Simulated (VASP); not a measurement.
Here is a VASP 6.6.1 calculation.

The input INCAR:

```
SYSTEM = Ir12O
  PREC = Accurate
  ENCUT = 520
  EDIFF = 1E-7
  ISMEAR = 0
  SIGMA = 0.05
  LREAL = .FALSE.
  LASPH = .TRUE.
  NELM = 80
  ALGO = Normal
  ISIF = 2
  LWAVE = .FALSE.
  LCHARG = .TRUE.
  GGA = PE
  LELF = .TRUE.
  LVHAR = .TRUE.
  NBANDS = 69
```

The input KPOINTS:

```
Automatic mesh
0
G
  4 4 1
  0 0 0
```

POSCAR

```
Ir12O
1.0
    5.4305800000      0.0000000000      0.0000000000
    2.7152900000      4.7030200000      0.0000000000
    0.0000000000      0.0000000000     15.4340500000
Ir O
12 1
Direct
    0.1666666312      0.1666667375      0.0647918077
    0.6666666312      0.1666667375      0.0647918077
    0.1666666312      0.6666667375      0.0647918077
    0.6666666312      0.6666667375      0.0647918077
   -0.1634833763      0.3350955344      0.2083068929
    0.3370095710      0.3334544612      0.2020216340
   -0.1632548508      0.8329196984      0.2083433059
    0.3391802916      0.8325726873      0.2082548651
    0.0066150836      0.0005120114      0.3465743599
    0.5071634483     -0.0009887264      0.3526873374
    0.0060838280      0.5006206650      0.3526621334
    0.5077885810      0.5017359059      0.3529157933
    0.3406687008      0.3338731283      0.4386766273
```

Potentials or basis: VASP PAW PBE potentials, release 64 (Ir, O).

Run with:

```sh
$ cat potpaw_PBE.64/Ir/POTCAR potpaw_PBE.64/O/POTCAR > POTCAR
$ mpirun -np 1 vasp_std > vasp.out
```

(1) Predict the band gap on the k mesh.

(2) Predict the largest force.

## Answers

(1) zero (bands 57 and 58 overlap by 1.04 eV).

(2) 0.188 eV/Å.

Caveat: there is no dipole correction, which matters where the two faces differ; spin-orbit coupling is left out, which moves the levels of the heavy elements.
